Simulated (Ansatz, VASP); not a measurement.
One calculation of SbSeBr3, two programs

```
Sb Se Br
1.0
     4.68618    2.70557    4.10197
    -4.68618    2.70557    4.10197
     0.00000   -5.41114    4.10197
Sb Se Br
1 1 3
Direct
  0.70817 0.70817 0.70817
  0.50658 0.50658 0.50658
  0.63384 0.07651 0.63384
  0.63384 0.63384 0.07651
  0.07651 0.63384 0.63384
```

Change from the starting cell: species swapped into the MnTlF3 type (R3m, No. 160).

Alike in both runs: functional PBE; k mesh 6 × 6 × 6; occupations gaussian, width 0.1 eV; no spin polarisation.

Ansatz relaxed the structure, and its values are those at the end. VASP's run is a single point on that final structure, the one shown.

|  | VASP | Ansatz |
| --- | --- | --- |
| version | VASP 6.6.1 | Ansatz 0.2.0 |
| potentials or method | VASP PAW PBE potentials, release 64 (Sb, Se, Br), cutoff 520 eV | scalar-relativistic, plane waves, PAW |
| valence electrons in the cell | 32 | 52 |

|  | VASP | Ansatz | Ansatz less VASP |
| --- | --- | --- | --- |
| gap on the k mesh at the Fermi level (eV) | 0.13 | 0.14 | 0.000 |
| least direct gap on the mesh (eV) | 0.25 | 0.25 | 0.000 |
| pressure (GPa) | 0.0 | 0.0 | 0.00 |
| rms of the force components (eV/Å) | 0.009 | 0.001 | -0.0082 |

The functional is the same, so the differences come from potentials, cutoffs and numerics. VASP's potentials hold 32 valence electrons a cell and Ansatz's 52, so a difference there can come from the potentials and not from the codes. Ansatz's warnings: xc potential rough in thin density.

Spin-orbit coupling is off throughout.
